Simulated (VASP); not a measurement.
# As (Fm-3m) in VASP: a series of runs

The runs below take As through single point, relaxation of cell and atoms, with PBE.

Program: VASP 6.6.1. These are calculated values, not measurements. Logs are shortened: lines on timing, memory, paths and dates and some standing lists are left out, and cuts for length are marked.

## (1) The cell of the first run

Symmetry: Fm-3m, No. 225, cubic system. Conventional cell: a = 3.596 Å, b = 3.596 Å, c = 3.596 Å, α = 90.00°, β = 90.00°, γ = 90.00°. Within 3.4 Å of As (site symmetry m-3m) lie 12 As at 2.54 Å.

## (2) Single point, PBE

The input, INCAR:

```
SYSTEM = As
ALGO = Normal ; EDIFF = 1E-7
ENCUT = 520 ; GGA = PE
ISIF = 2 ; ISMEAR = -1
LASPH = .True. ; LCHARG = .True.
LELF = .True. ; LREAL = .False.
LVHAR = .True. ; LWAVE = .False.
NBANDS = 8 ; NELM = 80
PREC = Accurate ; SIGMA = 0.05
```

The input, KPOINTS:

```
k-points
0
Gamma
  18 18 18
  0 0 0
```

The input, POSCAR:

```
As
1.0
    0.0000000000      1.7979590790      1.7979590790
    1.7979590790      0.0000000000      1.7979590790
    1.7979590790      1.7979590790      0.0000000000
As
1
Direct
    0.0000000000      0.0000000000      0.0000000000
```

Potentials or basis: VASP PAW PBE potentials, release 64 (As).

On the command line:

```console
$ cat potpaw_PBE.64/As/POTCAR > POTCAR
$ mpirun -np 1 vasp_std > vasp.out
```

OUTCAR:

```text
SYSTEM = As
   EDIFF = 1E-7
   ENCUT = 520
   GGA = PE
   ISIF = 2
   ISMEAR = -1
   LASPH = .True.
   LREAL = .False.
   NELM = 80
   PREC = Accurate

 ion  position               nearest neighbor table
   1  0.000  0.000  0.000-

  LATTYP: Found a face centered cubic cell.
 ALAT       =     3.5959181580

  Lattice vectors:

 A1 = (   0.0000000000,   1.7979590790,   1.7979590790)
 A2 = (   1.7979590790,   0.0000000000,   1.7979590790)
 A3 = (   1.7979590790,   1.7979590790,   0.0000000000)

Analysis of symmetry for initial positions (statically):
=====================================================================
 Subroutine PRICEL returns:
 Original cell was already a primitive cell.

 Routine SETGRP: Setting up the symmetry group for a
 face centered cubic supercell.

 Subroutine GETGRP returns: Found 48 space group operations
 (whereof 48 operations were pure point group operations)
 out of a pool of 48 trial point group operations.

The static configuration has the point symmetry O_h .

Analysis of symmetry for dynamics (positions and initial velocities):
=====================================================================
 Subroutine PRICEL returns:
 Original cell was already a primitive cell.

 Routine SETGRP: Setting up the symmetry group for a
 face centered cubic supercell.

 Subroutine GETGRP returns: Found 48 space group operations
 (whereof 48 operations were pure point group operations)
 out of a pool of 48 trial point group operations.

The dynamic configuration has the point symmetry O_h .

 Subroutine INISYM returns: Found 48 space group operations
 (whereof 48 operations are pure point group operations),
 and found     1 'primitive' translations

----------------------------------------------------------------------------------------

                                     Primitive cell

  volume of cell :      11.6244

  direct lattice vectors                    reciprocal lattice vectors
     0.000000000  1.797959079  1.797959079    -0.278093092  0.278093092  0.278093092
     1.797959079  0.000000000  1.797959079     0.278093092 -0.278093092  0.278093092
     1.797959079  1.797959079  0.000000000     0.278093092  0.278093092 -0.278093092

  length of vectors
     2.542698114  2.542698114  2.542698114     0.481671365  0.481671365  0.481671365

  position of ions in fractional coordinates (direct lattice)
     0.000000000  0.000000000  0.000000000

  ion indices of the primitive-cell ions
   primitive index   ion index
                 1           1

----------------------------------------------------------------------------------------

 KPOINTS: k-points

Automatic generation of k-mesh.
 Grid dimensions read from file:
 generate k-points for:   18   18   18

 Generating k-lattice:

  Cartesian coordinates                     Fractional coordinates (reciprocal lattice)
    -0.015449616  0.015449616  0.015449616     0.055555556  0.000000000  0.000000000
     0.015449616 -0.015449616  0.015449616     0.000000000  0.055555556  0.000000000
     0.015449616  0.015449616 -0.015449616     0.000000000  0.000000000  0.055555556

  Length of vectors
     0.026759520  0.026759520  0.026759520

  Shift w.r.t. Gamma in fractional coordinates (k-lattice)
     0.000000000  0.000000000  0.000000000

 Subroutine IBZKPT returns following result:
 ===========================================

 Found    195 irreducible k-points:

 Following reciprocal coordinates:
            Coordinates               Weight
  0.000000  0.000000  0.000000      1.000000
  0.055556  0.000000  0.000000      8.000000
  0.111111  0.000000  0.000000      8.000000
  0.166667  0.000000  0.000000      8.000000
  0.222222  0.000000  0.000000      8.000000
  0.277778  0.000000  0.000000      8.000000
[... 16 lines left out ...]
 -0.277778  0.055556  0.000000     24.000000
 -0.222222  0.055556  0.000000     24.000000
 [... further k-points ...]
   k-points           NKPTS =    195   k-points in BZ     NKDIM =    195   number of bands    NBANDS=      8
   number of dos      NEDOS =    301   number of ions     NIONS =      1
   total plane-waves  NPLWV =   8000
   dimension x,y,z NGX =    20 NGY =   20 NGZ =   20
   dimension x,y,z NGXF=    40 NGYF=   40 NGZF=   40
   ions per type =               1
   NGX,Y,Z   is equivalent  to a cutoff of  13.08, 13.08, 13.08 a.u.
   NGXF,Y,Z  is equivalent  to a cutoff of  26.15, 26.15, 26.15 a.u.
 SYSTEM =  As
   PREC   = accura    normal or accurate (medium, high low for compatibility)
   ISTART =      0    job   : 0-new  1-cont  2-samecut
   ICHARG =      2    charge: 1-file 2-atom 10-const
   ISPIN  =      1    spin polarized calculation?
   LNONCOLLINEAR =      F non collinear calculations
   LSORBIT =      F    spin-orbit coupling
   LASPH  =      T    aspherical Exc in radial PAW
   ENCUT  =  520.0 eV  38.22 Ry    6.18 a.u.   4.73  4.73  4.73*2*pi/ulx,y,z
   NELM   =     80;   NELMIN=  2; NELMDL= -5     # of ELM steps
   EDIFF  = 0.1E-06   stopping-criterion for ELM
   LREAL  =      F    real-space projection
   EDIFFG = 0.1E-05   stopping-criterion for IOM
   NSW    =      0    number of steps for IOM
   IBRION =     -1    ionic relax: 0-MD 1-quasi-New 2-CG
   NFREE  =      0    steps in history (QN), initial steepest desc. (CG)
   ISIF   =      2    stress and relaxation
   ISYM   =      2    0-nonsym 1-usesym 2-fastsym
   POTIM  = 0.5000    time-step for ionic-motion
   TEBEG  =    0.0;   TEEND  =   0.0 temperature during run
   PSTRESS=    0.0 pullay stress
   NELECT =       5.0000    total number of electrons
   NUPDOWN=      -1.0000    fix difference up-down
   EMIN   =  10.00;   EMAX   =-10.00  energy-range for DOS
   EFERMI =   0.00;   METHOD = LEGACY
   ISMEAR =    -1;   SIGMA  =   0.05  broadening in eV -4-tet -1-fermi 0-gaus
   EFERMI_NEDOS =   21; number of points for ismear=-14 and -15
   IALGO  =     38    algorithm
   IMIX   =      4    mixing-type and parameters
     AMIX     =   0.40;   BMIX     =  1.00
     AMIX_MAG =   1.60;   BMIX_MAG =  1.00
  volume/ion in A,a.u.               =      11.62        78.45
  Fermi-wavevector in a.u.,A,eV,Ry     =   1.235782  2.335288 20.778218  1.527156
  Thomas-Fermi vector in A             =   2.370417
   LORBIT       =      0    0 simple, 1 ext, 2 COOP (PROOUT), +10 PAW based schemes
   GGA     = PE    functional components
[... 5 lines left out ...]
 non-spin polarized calculation
  energy-cutoff  :      520.00
  volume of cell :       11.62
 maximum number of plane-waves:       331
   NGX =  9   NGY =  9   NGZ =  9

 number of electron       5.0000000 magnetization

 Free energy of the ion-electron system (eV)
  ---------------------------------------------------
  ext. energy  EPLUGINS =         0.00000000
  ---------------------------------------------------
  free energy    TOTEN  =        -2.26531885 eV

  energy without entropy =       -2.26197410  energy(sigma->0) =       -2.26364647

 E-fermi :  13.5679     XC(G=0): -13.0796

 val. band max:       13.5338100273   @ k =   0.5000   0.2222   0.0000
 cond. band min:      13.6217930166   @ k =  -0.1667   0.1667   0.0556
 fundamental gap:      0.0879829894
 Fermi energy:        13.5679423898

 k-point     1 :       0.0000    0.0000    0.0000
  band No.  band energies     occupation
      1      -7.3733      2.00000
      2      24.3292      0.00000
      3      24.3292      0.00000
      4      24.3292      0.00000
      5      28.1579      0.00000
      6      28.1579      0.00000
      7      28.1579      0.00000
      8      29.5929      0.00000

 k-point     2 :       0.0556    0.0000    0.0000
  band No.  band energies     occupation
      1      -7.2644      2.00000
      2      22.8235      0.00000
      3      24.0351      0.00000
      4      24.0351      0.00000
      5      27.7352      0.00000
      6      28.5882      0.00000
      7      28.5882      0.00000
      8      31.3935      0.00000

 k-point     3 :       0.1111    0.0000    0.0000
  band No.  band energies     occupation
      1      -6.9373      2.00000
      2      19.9850      0.00000
      3      23.4101      0.00000
      4      23.4101      0.00000
      5      27.4618      0.00000
      6      29.5643      0.00000
      7      29.5643      0.00000
      8      34.0562      0.00000

 k-point     4 :       0.1667    0.0000    0.0000
  band No.  band energies     occupation
      1      -6.3916      2.00000
      2      16.9563      0.00000
      3      22.7497      0.00000
      4      22.7497      0.00000
      5      27.2588      0.00000
      6      30.3719      0.00000
      7      30.3719      0.00000
      8      33.1851      0.00000

 k-point     5 :       0.2222    0.0000    0.0000
  band No.  band energies     occupation
      1      -5.6271      2.00000
      2      13.9839      0.00049
      3      22.1704      0.00000
      4      22.1704      0.00000
      5      27.1163      0.00000
      6      29.8949      0.00000
      7      29.8949      0.00000
      8      33.0265      0.00000
[... 177 lines left out ...]
 k-point    22 :      -0.3333    0.0556    0.0000
  band No.  band energies     occupation
      1      -2.8983      2.00000
      2       7.7208      2.00000
      3      19.5254      0.00000
      4      21.8619      0.00000
      5      26.9895      0.00000
      6      27.2164      0.00000
      7      28.1740      0.00000
      8      31.8640      0.00000

 k-point    23 :      -0.2778    0.0556    0.0000
  band No.  band energies     occupation
      1      -4.1704      2.00000
      2      10.3251      2.00000
      3      19.6745      0.00000
      4      22.4573      0.00000
      5      27.5417      0.00000
      6      27.8293      0.00000
      7      28.5746      0.00000
      8      32.8224      0.00000

 k-point    24 :      -0.2222    0.0556    0.0000
  band No.  band energies     occupation
      1      -5.2266      2.00000
      2      13.1071      1.99980
      3      20.0003      0.00000
      4      23.0786      0.00000
      5      27.6814      0.00000
      6      28.6806      0.00000
      7      29.6555      0.00000
      8      33.0271      0.00000

 [... further k-points ...]
[... 5 lines left out ...]
  --------------------------------------------------------------------------------------
  -------------------------------------------------------------------------------------
  Total        8.9208697      8.9208697      8.9208697      0.0000000      0.0000000      0.0000000
  in kB     1229.5561718   1229.5561718   1229.5561718      0.0000000      0.0000000      0.0000000
  external PRESSURE =    1229.5561718 kB  Pullay stress =       0.0000000 kB

 VOLUME and BASIS-vectors are now :
 -----------------------------------------------------------------------------
  energy-cutoff  :      520.00
  volume of cell :       11.62
      direct lattice vectors                 reciprocal lattice vectors
     0.000000000  1.797959079  1.797959079    -0.278093092  0.278093092  0.278093092
     1.797959079  0.000000000  1.797959079     0.278093092 -0.278093092  0.278093092
     1.797959079  1.797959079  0.000000000     0.278093092  0.278093092 -0.278093092

 POSITION                                       TOTAL-FORCE (eV/Angst)
 -----------------------------------------------------------------------------------
      0.00000      0.00000      0.00000        -0.000000     -0.000000      0.000000
 -----------------------------------------------------------------------------------
    total drift:                                0.000000      0.000000     -0.000000

  FREE ENERGIE OF THE ION-ELECTRON SYSTEM (eV)
  ---------------------------------------------------
  free  energy   TOTEN  =        -2.2653188483 eV

  energy  without entropy=       -2.2619740989  energy(sigma->0) =       -2.26364647
```

Wall time 8.6 s (1 thread of Intel Xeon Platinum 8559C (Emerald Rapids), shared host); peak memory 0.13 GiB.

What came out:

| Quantity | Value |
| --- | --- |
| Free energy | -2.2653 eV |
| Pressure | 123.0 GPa |

(Part 1 of 3 ends here.)
